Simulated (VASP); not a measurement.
A run of VASP 6.6.1:

INCAR

```
ALGO     = Normal         # electronic algorithm
EDIFF    = 1E-7           # SCF threshold, eV
EDIFFG   = -0.01          # ionic threshold
ENCUT    = 600            # plane-wave cutoff, eV
GGA      = PS             # functional
IBRION   = 2              # ionic algorithm
ISIF     = 3              # what is computed and relaxed
ISMEAR   = -1             # smearing method
LASPH    = True           # aspherical terms in the spheres
LCHARG   = False          # write CHGCAR
LREAL    = False          # projectors in reciprocal space
LWAVE    = False          # write WAVECAR
NELM     = 100            # most SCF steps
NSW      = 100            # ionic steps
PREC     = Accurate       # precision mode
SIGMA    = 0.03           # smearing width, eV
```

The input KPOINTS:

```
k-points
0
Gamma
  6 6 6
```

File POSCAR:

```
CF4
1.0
   -2.4855639300      2.4855639300      2.4855639300
    2.4855639300     -2.4855639300      2.4855639300
    2.4855639300      2.4855639300     -2.4855639300
C F
1 4
Direct
    0.0000000000      0.0000000000      0.0000000000
    0.0000000000      0.0000000000      0.5000000000
    0.0000000000      0.5000000000      0.0000000000
    0.5000000000      0.0000000000      0.0000000000
    0.5000000000      0.5000000000      0.5000000000
```

Potentials or basis: VASP PAW PBE potentials, release 64 (C, F).

Launch:

```bash
$ cat potpaw_PBE.64/C/POTCAR potpaw_PBE.64/F/POTCAR > POTCAR
$ mpirun -np 1 vasp_std > vasp.out
```

Hardware: 1 thread of Intel(R) Xeon(R) Platinum 8488C (Sapphire Rapids) (shared host).

Q: How long does it take, and how much memory?

A: It took 72 s on 1 thread of Intel(R) Xeon(R) Platinum 8488C (Sapphire Rapids), with other jobs on the host, peak memory 0.2 GiB. Counts: scf iterations 57, k points 16, ion steps 5.
